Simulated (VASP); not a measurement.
A run of VASP 6.6.1:

File INCAR:

```
PREC = Accurate
ENCUT = 600
EDIFF = 1E-6
ISMEAR = 0
SIGMA = 0.02
LREAL = False
LASPH = True
NELM = 60
ALGO = Normal
ISIF = 4
LWAVE = False
LCHARG = False
GGA = PE
IBRION = 2
NSW = 50
EDIFFG = -0.01
```

The input KPOINTS:

```
regular mesh
0
Gamma
  12 12 4
```

File POSCAR:

```
PtSe2
1.0
    3.8004569106      0.0000000000      0.0000000000
   -1.9002284553      3.2912922306      0.0000000000
    0.0000000000      0.0000000000      6.9822471263
Pt Se
1 2
Direct
    0.0000000000      0.0000000000      0.0000000000
    0.3333333333      0.6666666667      0.1893559775
    0.6666666667      0.3333333333      0.8106440225
```

Potentials or basis: VASP PAW PBE potentials, release 64 (Pt, Se).

The run is started by

```bash
$ cat potpaw_PBE.64/Pt/POTCAR potpaw_PBE.64/Se/POTCAR > POTCAR
$ mpirun -np 1 vasp_std > vasp.out
```

Hardware: 1 thread of Intel Xeon 8259CL, with other jobs on the host.

Q: How long does it take, and how much memory?

A: Wall time 8.5 min on 1 thread of Intel Xeon 8259CL, on a shared host, peak memory 0.31 GiB. Counts: scf iterations 51, k points 69, ion steps 6.
